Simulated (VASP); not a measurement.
# SiNi2 (P6_3mc) in VASP: notebook, part 2 of 2

VASP 6.6.1. Earlier steps stand in the parts before.

### 4 Single point, PBEsol

Input file INCAR:

```
PREC = Accurate
ENCUT = 520
EDIFF = 1E-6
ISMEAR = 0
SIGMA = 0.15
LREAL = F
LASPH = T
NELM = 100
ALGO = Fast
ISIF = 2
LWAVE = F
LCHARG = F
GGA = PS
NBANDS = 33
```

Input file KPOINTS:

```
regular mesh
0
Gamma
  12 12 10
```

Input file POSCAR:

```
SiNi2
1.0
    3.8684636537      0.0000000000      0.0000000000
   -1.9342318269      3.3501877977      0.0000000000
    0.0000000000      0.0000000000      4.9169852589
Si Ni
2 4
Direct
    0.3333333333      0.6666666667      0.7500000000
    0.6666666667      0.3333333333      0.2500000000
    0.0000000000      0.0000000000     -0.0177954571
    0.0000000000      0.0000000000      0.4822045429
    0.3333333333      0.6666666667      0.2322045429
    0.6666666667      0.3333333333      0.7322045429
```

Potentials or basis: VASP PAW PBE potentials, release 64 (Si, Ni).

Launch:

```bash
$ cat potpaw_PBE.64/Si/POTCAR potpaw_PBE.64/Ni/POTCAR > POTCAR
$ mpirun -np 1 vasp_std > vasp.out
```

OUTCAR:

```text
PREC = Accurate
   ENCUT = 520
   EDIFF = 1E-6
   ISMEAR = 0
   LREAL = F
   LASPH = T
   NELM = 100
   ISIF = 2
   GGA = PS

 ion  position               nearest neighbor table
   1  0.333  0.667  0.750-   6 2.24   6 2.24   6 2.24   5 2.37   3 2.51   3 2.51   3 2.51   5 2.55
                             4 2.59   4 2.59   4 2.59
   2  0.667  0.333  0.250-   5 2.24   5 2.24   5 2.24   6 2.37   4 2.51   4 2.51   4 2.51   6 2.55
                             3 2.59   3 2.59   3 2.59
   3  0.000  0.000  0.982-   4 2.46   4 2.46   1 2.51   1 2.51   1 2.51   5 2.55   6 2.55   6 2.55
                             5 2.55   5 2.55   6 2.55   2 2.59   2 2.59   2 2.59
   4  0.000  0.000  0.482-   3 2.46   3 2.46   2 2.51   2 2.51   2 2.51   5 2.55   6 2.55   6 2.55
                             5 2.55   6 2.55   5 2.55   1 2.59   1 2.59   1 2.59
[... 1081 lines left out ...]
  in kB        4.0840971      4.0840971     12.4164310     -0.0000000      0.0000000     -0.0000000
  external PRESSURE =       6.8615417 kB  Pullay stress =       0.0000000 kB

 VOLUME and BASIS-vectors are now :
 -----------------------------------------------------------------------------
  energy-cutoff  :      520.00
  volume of cell :       63.72
      direct lattice vectors                 reciprocal lattice vectors
     3.868463654  0.000000000  0.000000000     0.258500555  0.149245365  0.000000000
    -1.934231827  3.350187798  0.000000000     0.000000000  0.298490730  0.000000000
     0.000000000  0.000000000  4.916985259     0.000000000  0.000000000  0.203376652

 POSITION                                       TOTAL-FORCE (eV/Angst)
 -----------------------------------------------------------------------------------
     -0.00000      2.23346      3.68774         0.000000     -0.000000     -0.252478
      1.93423      1.11673      1.22925        -0.000000      0.000000     -0.252478
      0.00000      0.00000      4.82949         0.000000      0.000000      0.123578
      0.00000      0.00000      2.37099        -0.000000     -0.000000      0.123578
     -0.00000      2.23346      1.14175         0.000000     -0.000000      0.128900
      1.93423      1.11673      3.60024        -0.000000      0.000000      0.128900
 -----------------------------------------------------------------------------------
    total drift:                               -0.000000     -0.000001     -0.000390

  FREE ENERGIE OF THE ION-ELECTRON SYSTEM (eV)
  ---------------------------------------------------
  free  energy   TOTEN  =       -39.5497162748 eV

  energy  without entropy=      -39.5104114778  energy(sigma->0) =      -39.53006388
```

OSZICAR:

```text
N       E                     dE             d eps       ncg     rms          rms(c)
DAV:   1     0.317668759140E+03    0.31767E+03   -0.20772E+04  7540   0.188E+03
DAV:   2    -0.215817438248E+02   -0.33925E+03   -0.32074E+03  7524   0.370E+02
DAV:   3    -0.447361274939E+02   -0.23154E+02   -0.21945E+02  8222   0.122E+02
DAV:   4    -0.453319974173E+02   -0.59587E+00   -0.59245E+00  9026   0.179E+01
DAV:   5    -0.453532035178E+02   -0.21206E-01   -0.21198E-01  9506   0.316E+00    0.256E+01
RMM:   6    -0.466580213969E+02   -0.13048E+01   -0.75882E+01  8190   0.869E+01    0.252E+01
RMM:   7    -0.397835863625E+02    0.68744E+01   -0.21360E+01  7557   0.490E+01    0.714E+00
RMM:   8    -0.406213491197E+02   -0.83776E+00   -0.25243E+00  7859   0.147E+01    0.115E+01
RMM:   9    -0.395554324573E+02    0.10659E+01   -0.11796E+00  7792   0.111E+01    0.119E+00
RMM:  10    -0.395502386227E+02    0.51938E-02   -0.91388E-02  8151   0.188E+00    0.637E-01
RMM:  11    -0.395488656675E+02    0.13730E-02   -0.28743E-02  8979   0.142E+00    0.292E-01
RMM:  12    -0.395496550064E+02   -0.78934E-03   -0.92315E-03  9643   0.545E-01    0.212E-01
RMM:  13    -0.395498286507E+02   -0.17364E-03   -0.17828E-03 10737   0.212E-01    0.112E-01
RMM:  14    -0.395497148621E+02    0.11379E-03   -0.44909E-04  8236   0.191E-01    0.334E-02
RMM:  15    -0.395497144100E+02    0.45211E-06   -0.59053E-05  8801   0.720E-02    0.179E-02
RMM:  16    -0.395497159497E+02   -0.15398E-05   -0.25363E-05 10304   0.286E-02    0.811E-03
RMM:  17    -0.395497162748E+02   -0.32512E-06   -0.29594E-06  5924   0.101E-02
   1 F= -.39549716E+02 E0= -.39530064E+02  d E =-.393048E-01
```

Run time: 2.4 min. Hardware: 1 thread of Intel Xeon 6975P-C (Granite Rapids), shared host; peak memory 0.31 GiB.

Results:

- Free energy: -39.5497 eV
- Pressure: 0.7 GPa
- Largest force: 0.252 eV/Å
- Band gap on the k mesh: zero (bands 24 and 25 overlap by 3.40 eV)

Forces on the atoms (eV/Å):
```
Si   0.000  0.000 -0.252
Si   0.000  0.000 -0.252
Ni   0.000  0.000  0.124
Ni   0.000  0.000  0.124
Ni   0.000  0.000  0.129
Ni   0.000  0.000  0.129
```

Stress tensor (GPa, compression positive):
```
0.41 0.00 0.00
0.00 0.41 0.00
0.00 0.00 1.24
```

Caveat: the cell differs from its parent crystal (all Ni atoms moved +0.087 Å, as atom 3 towards its neighbour atom 4 (Ni) at 2.458 Å); the PAW data sets were made with another functional, which shifts forces and pressure a little.

### 5 Single point, PBEsol

Input file INCAR:

```
SYSTEM = SiNi2
PREC = Accurate
ENCUT = 520
EDIFF = 1E-6
ISMEAR = 0
SIGMA = 0.15
LREAL = .FALSE.
LASPH = .TRUE.
NELM = 80
ALGO = Fast
ISIF = 2
LWAVE = .FALSE.
LCHARG = .FALSE.
GGA = PS
NBANDS = 33
```

Input file KPOINTS:

```
regular mesh
0
G
  12 12 10
  0 0 0
```

Input file POSCAR:

```
SiNi2
1.0
    3.8684636537      0.0000000000      0.0000000000
   -1.9342318269      3.3501877977      0.0000000000
    0.0000000000      0.0000000000      4.9169852589
Si Ni
2 4
Direct
    0.3333333333      0.6666666667      0.7500000000
    0.6666666667      0.3333333333      0.2500000000
    0.0000000000      0.0000000000     -0.0127110408
    0.0000000000      0.0000000000      0.4872889592
    0.3333333333      0.6666666667      0.2372889592
    0.6666666667      0.3333333333      0.7372889592
```

Launch:

```bash
$ cat potpaw_PBE.64/Si/POTCAR potpaw_PBE.64/Ni/POTCAR > POTCAR
$ mpirun -np 1 vasp_std > vasp.out
```

Run time: 2.2 min. Hardware: 1 thread of Intel Xeon 6975P-C (Granite Rapids), shared host; peak memory 0.31 GiB.

Results (log left out):

```yaml
Free_energy: -39.5604 eV
Pressure: 0.5 GPa
Largest_force: 0.175 eV/Å
Band_gap_on_the_k_mesh: zero (bands 24 and 25 overlap by 3.39 eV)
```

Forces in eV/Å, atoms in the order of the input:
```
Si   0.000  0.000 -0.175
Si   0.000  0.000 -0.175
Ni   0.000  0.000  0.089
Ni   0.000  0.000  0.089
Ni   0.000  0.000  0.087
Ni   0.000  0.000  0.087
```

Stress tensor (GPa, compression positive):
```
0.42 0.00 0.00
0.00 0.42 0.00
0.00 0.00 0.72
```

Levels at points of the mesh, in eV from the Fermi level:
```tsv
k point	band 22	band 23	band 24	band 25	band 26	band 27
(0.00, 0.00, 0.00)	-0.65	0.14	2.75	2.75	2.76	2.88
(0.50, 0.00, 0.00)	-1.25	-1.04	-0.71	-0.57	1.21	1.87
(0.00, 0.00, 0.50)	-1.28	2.23	2.23	3.32	3.32	3.32
(0.50, 0.00, 0.50)	-1.30	-0.94	-0.94	0.97	0.97	2.95
```

Caveat: the cell differs from its parent crystal (all Ni atoms moved +0.062 Å, as atom 3 towards its neighbour atom 4 (Ni) at 2.458 Å); the PAW data sets were made with another functional, which shifts forces and pressure a little. Spin polarisation is off, so any magnetic state and its effect on volume and gap are missing.

### 6 The runs side by side

| cell | gap on the mesh (eV) | pressure (GPa) | largest force (eV/Å) |
| --- | --- | --- | --- |
| as given, atomic positions A | none | 0.4 | 0.14 |
| as given, atomic positions B | none | 0.4 | 0.07 |
| as given, atomic positions C | none | 0.7 | 0.25 |
| as given, atomic positions D | none | 0.5 | 0.18 |

Alike in all rows: task single point; level PBEsol; potentials or basis VASP PAW PBE potentials, release 64 (Si, Ni); no spin polarisation; k mesh 12 × 12 × 10; cutoff (eV) 520; smearing gaussian 0.15 eV.

Caveats: the PAW data sets were made with another functional, which shifts forces and pressure a little.

Total energies depend on the potentials used, so only differences within one code and one set of settings carry meaning.
